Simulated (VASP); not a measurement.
Here is a VASP 6.6.1 calculation.

The input INCAR:

```
SYSTEM = Si
PREC = Accurate
ENCUT = 520
EDIFF = 1E-8
ISMEAR = -1
SIGMA = 0.08
LREAL = .False.
LASPH = .True.
NELM = 80
ALGO = Normal
ISIF = 2
LWAVE = .False.
LCHARG = .False.
GGA = CA
LEFG = .True.
NBANDS = 11
```

Contents of KPOINTS:

```
regular mesh
0
Gamma
  11 11 11
  0 0 0
```

The input POSCAR:

```
Si
1.0
    0.0000000000      2.6605082448      2.6605082448
    2.6605082448      0.0000000000      2.6605082448
    2.6605082448      2.6605082448      0.0000000000
Si
2
Direct
    0.5000000000      0.5000000000      0.5000000000
    0.7500000000      0.7500000000      0.7500000000
```

Potentials or basis: VASP PAW LDA potentials, release 64 (Si).

The run is started by

```sh
$ cat potpaw_LDA.64/Si/POTCAR > POTCAR
$ mpirun -np 1 vasp_std > vasp.out
```

Problem. Estimate the band gap on the k mesh.

Solution. 0.38 eV, indirect (least direct gap 2.55 eV).

Problem. What does it give for the pressure?

Solution. 4.9 GPa.

Caveat: without QUAD_EFG the Cq values of the log hold for a quadrupole moment of 1 mb, not for the nuclei. A k mesh can miss the band edges.
